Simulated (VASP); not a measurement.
The system is Ag.

```
Ag
1.0
     2.88938    0.00000    0.00000
    -1.44469    2.50227    0.00000
     0.00000    0.00000    4.71835
Ag
2
Direct
  0.33333 0.66667 0.25000
  0.66667 0.33333 0.75000
```

This isn't the form of Ag at room conditions, which is fcc.

| Quantity | Value |
| --- | --- |
| Program | VASP 6.6.1 |
| Task | relaxation of cell and atoms |
| Functional | r2SCAN |
| Potentials or basis | VASP PAW PBE potentials, release 64 (Ag) |
| Cutoff | 600 eV |
| k mesh | 12 × 12 × 7 |
| Occupations | fermi-dirac, width 0.1 eV |
| Spin | no spin polarisation |

At the start: pressure 2.0 GPa; volume 17.06 Å³/atom.

Task: Where does the relaxation end?

Result: Over 6 steps the energy falls by 2.2 meV/atom and the volume is 17.38 Å³/atom (+1.9 %); space group P6_3/mmc (No. 194, to 0.1 Å) before and after.

Step by step:
| step | energy change (eV) | largest force (eV/Å) | pressure (GPa) | volume (Å³) |
| --- | --- | --- | --- | --- |
| 1 | 0.0000 | 0.0000 | 1.99 | 34.11 |
| 2 | -0.0026 | 0.0000 | -1.23 | 35.17 |
| 3 | -0.0041 | 0.0000 | -0.05 | 34.76 |
| 4 | -0.0041 | 0.0000 | -0.09 | 34.77 |
| 5 | -0.0043 | 0.0000 | -0.06 | 34.76 |
| 6 | -0.0044 | 0.0000 | -0.02 | 34.75 |

Final structure:
```cif
data_structure
_symmetry_space_group_name_H-M 'P 1'
_symmetry_Int_Tables_number 1
_cell_length_a 2.9168
_cell_length_b 2.9168
_cell_length_c 4.7167
_cell_angle_alpha 90.000
_cell_angle_beta 90.000
_cell_angle_gamma 120.000
_cell_volume 34.75
loop_
_atom_site_label
_atom_site_type_symbol
_atom_site_fract_x
_atom_site_fract_y
_atom_site_fract_z
_atom_site_occupancy
Ag1 Ag 0.33333 0.66667 0.25000 1
Ag2 Ag 0.66667 0.33333 0.75000 1
```

Caveat: the PAW data sets were made with another functional, which shifts forces and pressure a little.
